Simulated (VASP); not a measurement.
Input of a VASP 6.6.1 run:

Contents of INCAR:

```
PREC = Accurate
ENCUT = 520
EDIFF = 1E-6
ISMEAR = -1
SIGMA = 0.05
LREAL = F
LASPH = T
NELM = 60
ALGO = Normal
ISIF = 2
LWAVE = F
LCHARG = T
GGA = PS
LELF = T
LVHAR = T
NBANDS = 20
```

The input KPOINTS:

```
regular mesh
0
Gamma
  10 10 10
```

The input POSCAR:

```
MoS2
1.0
    1.5855000000      0.9153888518      6.1149966667
   -1.5855000000      0.9153888518      6.1149966667
    0.0000000000     -1.8307777036      6.1149966667
Mo S
1 2
Direct
    0.0000000000      0.0000000000      0.0000000000
    0.2500000000      0.2500000000      0.2500000000
    0.7500000000      0.7500000000      0.7500000000
```

Potentials or basis: VASP PAW PBE potentials, release 64 (Mo_sv, S).

Launch:

```sh
$ cat potpaw_PBE.64/Mo_sv/POTCAR potpaw_PBE.64/S/POTCAR > POTCAR
$ mpirun -np 1 vasp_std > vasp.out
```

**Question.** Predict the pressure.

**Answer.** 2.9 GPa.

**Question.** Estimate the band gap on the k mesh.

**Answer.** Zero (band 13 reaches 7.98 eV, above the bottom of band 14 at 7.36 eV).

**Question.** Predict the largest force.

**Answer.** 0.763 eV/Å.

Forces in eV/Å, atoms in the order of the input:
```
Mo   0.000  0.000  0.000
S    0.000  0.000 -0.763
S    0.000  0.000  0.763
```

Caveat: the PAW data sets were made with another functional, which shifts forces and pressure a little.
